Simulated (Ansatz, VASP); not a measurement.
# Sr in VASP and in Ansatz

```
Sr
1.0
    10.98763    0.00000    0.00000
    -5.49381    9.51557    0.00000
     0.00000    0.00000    4.77480
Sr
1
Direct
  0.00000 0.00000 0.00000
```

Change from the starting cell: strain +0.000 along x and y, +0.080 along z, atoms carried along.

Alike in both runs: task single point; functional PBEsol; k mesh 6 × 6 × 8; occupations gaussian, width 0.03 eV; no spin polarisation.

|  | VASP | Ansatz |
| --- | --- | --- |
| version | VASP 6.6.1 | Ansatz 0.2.0 |
| potentials or method | VASP PAW PBE potentials, release 64 (Sr_sv), cutoff 520 eV | scalar-relativistic, plane waves, PAW |
| valence electrons in the cell | 10 | 10 |

```tsv
	VASP	Ansatz	Ansatz less VASP
gap on the k mesh at the Fermi level (eV)	0.49	0.48	-0.008
least direct gap on the mesh (eV)	0.50	0.49	-0.008
pressure (GPa)	-0.1	-0.1	0.00
traceless stress, the component that is largest in VASP (GPa)	-0.11	-0.11	-0.002
```

VASP's potentials were made for PBE, not for PBEsol. With one functional, cell and mesh, what is left measures potentials, basis and numerics. Ansatz's warnings: xc potential rough in thin density.
